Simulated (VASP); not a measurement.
A run of VASP 6.6.1 is set up as follows.

The input INCAR:

```
ALGO = Normal ; EDIFF = 1E-6
ENCUT = 600 ; GGA = PE
GGA_COMPAT = False ; ISIF = 2
ISMEAR = 0 ; ISPIN = 2
LASPH = True ; LCHARG = True
LELF = True ; LMAXMIX = 4
LORBIT = 11 ; LREAL = False
LVHAR = True ; LWAVE = False
MAGMOM = 3.79 0.35 ; NBANDS = 18
NELM = 200 ; PREC = Accurate
SIGMA = 0.15
```

File KPOINTS:

```
k-points
0
Gamma
  20 20 20
```

The input POSCAR:

```
FeO
1.0
    0.0000000000      2.0691840000      2.0691840000
    2.0691840000      0.0000000000      2.0691840000
    2.0691840000      2.0691840000      0.0000000000
Fe O
1 1
Direct
    0.0000000000      0.0000000000      0.0000000000
    0.5000000000      0.5000000000      0.5000000000
```

Potentials or basis: VASP PAW PBE potentials, release 64 (Fe, O).

Command:

```sh
$ cat potpaw_PBE.64/Fe/POTCAR potpaw_PBE.64/O/POTCAR > POTCAR
$ mpirun -np 1 vasp_std > vasp.out
```

(1) Estimate the net moment.

(2) What does it give for the pressure?

(3) Predict the site moments.

## Answers

(1) 3.91 μB per cell.

(2) 28.2 GPa.

(3) Fe +3.53; O +0.30 μB.

Caveat: the cell differs from its parent crystal (strain -0.040 along x and y, -0.040 along z); a cell with one magnetic atom can't hold antiferromagnetic order, which such compounds often take.
